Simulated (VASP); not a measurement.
Runs of VASP 6.6.1 on CaO. Symmetry: Fm-3m, No. 225, cubic system. Conventional cell: a = 4.795 Å, b = 4.795 Å, c = 4.795 Å, α = 90.00°, β = 90.00°, γ = 90.00°. Within 3.2 Å of Ca (site symmetry m-3m) lie 6 O at 2.40 Å. Within 3.2 Å of O (site symmetry m-3m) lie 6 Ca at 2.40 Å. 

| level | potentials or basis | k mesh | smearing | grid for exact exchange (PRECFOCK) | share of exact exchange | screening parameter | gap on the mesh (eV) | pressure (GPa) |
| --- | --- | --- | --- | --- | --- | --- | --- | --- |
| HSE06 | VASP PAW PBE potentials, release 64 (Ca_sv, O) | 6 × 6 × 6 | gaussian 0.01 eV | Normal | 0.25 | 0.2079 1/Å | 5.29 | 1.0 |
| PBE0 | VASP PAW PBE potentials, release 64 (Ca_sv, O) | 6 × 6 × 6 | gaussian 0.01 eV | Normal | 0.25 | - | (b) | 0.8 |
| PBE | VASP PAW PBE potentials, release 64 (Ca_sv, O) | 6 × 6 × 6 | gaussian 0.01 eV | - | - | - | 3.63 | 3.1 |
| LDA | VASP PAW LDA potentials, release 64 (Ca_sv, O) | 10 × 10 × 10 | gaussian 0.01 eV | - | - | - | 3.46 | (a) |
| r2SCAN | VASP PAW PBE potentials, release 64 (Ca_sv, O) | 10 × 10 × 10 | gaussian 0.01 eV | - | - | - | 4.19 | 1.0 |
| PBE | VASP PAW PBE potentials, release 64 (Ca_sv, O) | 10 × 10 × 10 | fermi-dirac 0.02 eV | - | - | - | 3.63 | 3.1 |

Alike in all rows: task single point; no spin polarisation; cell as given; cutoff (eV) 520.

Fill in the values left out.

(a) -5.5; (b) 6.05.

Caveats: the PAW data sets were made with another functional, which shifts forces and pressure a little (at least some runs); the cell stands under pressure (at least some runs); the cell stands under tension (at least some runs).

A k mesh can miss the band edges.
